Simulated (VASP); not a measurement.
A run of VASP 6.6.1 is set up as follows.

Contents of INCAR:

```
ALGO = Normal
EDIFF = 1E-7
ENCUT = 520
GGA = CA
ISIF = 2
ISMEAR = 0
LASPH = True
LCHARG = False
LREAL = False
LWAVE = False
NBANDS = 10
NELM = 80
PREC = Accurate
SIGMA = 0.15
```

The input KPOINTS:

```
k-points
0
Gamma
  18 18 10
```

The input POSCAR:

```
Al
1.0
    2.7814000000      0.0000000000      0.0000000000
   -1.3907000000      2.4087630581      0.0000000000
    0.0000000000      0.0000000000      4.4519000000
Al
2
Direct
    0.6666666667      0.3333333333      0.7500000000
    0.3333333333      0.6666666667      0.2500000000
```

Potentials or basis: VASP PAW LDA potentials, release 64 (Al).

The run is started by

```console
$ cat potpaw_LDA.64/Al/POTCAR > POTCAR
$ mpirun -np 1 vasp_std > vasp.out
```

**Question.** What does it give for the pressure?

**Answer.** 6.3 GPa.

**Question.** What does it give for the band gap on the k mesh?

**Answer.** Zero (band 3 reaches 13.53 eV, above the bottom of band 4 at 5.50 eV).

Stress tensor (GPa, compression positive):
```
5.57 0.00 0.00
0.00 5.57 0.00
0.00 0.00 7.85
```
